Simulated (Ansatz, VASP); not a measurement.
This is a calculation of Rb for VASP 6.6.1.

INCAR

```
SYSTEM = Rb
PREC = Accurate ; ENCUT = 520
EDIFF = 1E-6 ; ISMEAR = -1
SIGMA = 0.05 ; LREAL = .False.
LASPH = .True. ; NELM = 80
ALGO = Normal ; ISIF = 2
LWAVE = .False. ; LCHARG = .False.
GGA = PE ; NBANDS = 16
```

File KPOINTS:

```
regular mesh
0
Gamma
  6 6 3
  0 0 0
```

Contents of POSCAR:

```
Rb
1.0
    5.1219046930      0.0000000000      0.0000000000
   -2.5609523465      4.4356995799      0.0000000000
    0.0000000000      0.0000000000      8.4979672781
Rb
2
Direct
    0.6666666667      0.3333333333      0.7500000000
    0.3333333333      0.6666666667      0.2500000000
```

Potentials or basis: VASP PAW PBE potentials, release 64 (Rb_sv).

Command:

```bash
$ cat potpaw_PBE.64/Rb_sv/POTCAR > POTCAR
$ mpirun -np 1 vasp_std > vasp.out
```

Translate it to Ansatz 0.2.0. Potentials there: Ansatz PAW.

As run (the cutoff follows the program's own potentials):

input.yaml

```yaml
crystal:
  lattice:
    - [5.121904693, 0.0, 0.0]
    - [-2.5609523465, 4.4356995799, 0.0]
    - [0.0, 0.0, 8.4979672781]
  atoms:
    - { symbol: Rb, position: [0.6666666667, 0.3333333333, 0.75] }
    - { symbol: Rb, position: [0.3333333333, 0.6666666667, 0.25] }
hamiltonian:
  xc: pbe
  pseudopotentials: { kind: paw }
kpoints:
  mp_grid: { grid: [6, 6, 3] }
scf:
  occupations: { method: fermi_dirac, width: 0.05 }
output:
  forces: true
  stress: true
  eigenvalues: true
```

Potentials or basis: Ansatz PAW.

Command:

```console
$ ansatz run input.yaml --threads 2 --pin off --max-ram 5120MiB --backend cpu --events-out ev --progress --plain --runs-dir out
```

Both were run:

|  | VASP | Ansatz | Ansatz less VASP |
| --- | --- | --- | --- |
| gap on the k mesh at the Fermi level (eV) | none | none | - |
| pressure (GPa) | -0.1 | -0.1 | 0.00 |
| traceless stress, the component that is largest in VASP (GPa) | -0.07 | -0.07 | 0.000 |

A gap of «none» marks a metal or a gap that the smearing closes.
